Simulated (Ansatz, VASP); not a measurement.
## AlN: VASP beside Ansatz

```
CELL_PARAMETERS angstrom
2.18399 -2.18399 0.00000
2.18399 0.00000 -2.18399
9.60957 7.86238 8.73597
ATOMIC_POSITIONS crystal
Al 0.64168 0.66667 0.06247
Al 0.64168 0.00000 0.89580
Al 0.24168 0.33333 0.22913
Al 0.44168 0.66667 0.56247
Al 0.84168 0.00000 0.39580
Al 0.04168 0.33333 0.72913
N 0.49168 0.66667 0.43747
N 0.89168 0.00000 0.27080
N 0.09168 0.33333 0.60413
N 0.29168 0.66667 0.93747
N 0.69168 0.00000 0.77080
N 0.29168 0.33333 0.10413
```

Alike in both runs: task single point; functional PBE; k mesh 8 × 8 × 2; occupations gaussian, width 0.05 eV; no spin polarisation.

```csv
,VASP,Ansatz
version,VASP 6.6.1,Ansatz 0.2.0
potentials or method,"VASP PAW PBE potentials, release 64 (Al, N), cutoff 520 eV","scalar-relativistic, plane waves, PAW"
valence electrons in the cell,48,48
```

Ansatz gave:

```
gap on the k mesh at the Fermi level (eV)                     : 3.00
least direct gap on the mesh (eV)                             : 3.22
pressure (GPa)                                                : 3.7
traceless stress, the component that is largest in VASP (GPa) : 5.08
rms of the force components (eV/Å)                            : 0.312
```

Q: What did VASP give for the same quantities?

A: gap on the k mesh at the Fermi level (eV): 2.99; least direct gap on the mesh (eV): 3.22; pressure (GPa): 3.4; traceless stress, the component that is largest in VASP (GPa): 5.08; rms of the force components (eV/Å): 0.310.

Atom by atom the forces differ by 0.003 eV/Å (rms over components). The functional is the same, so the differences come from potentials, cutoffs and numerics.
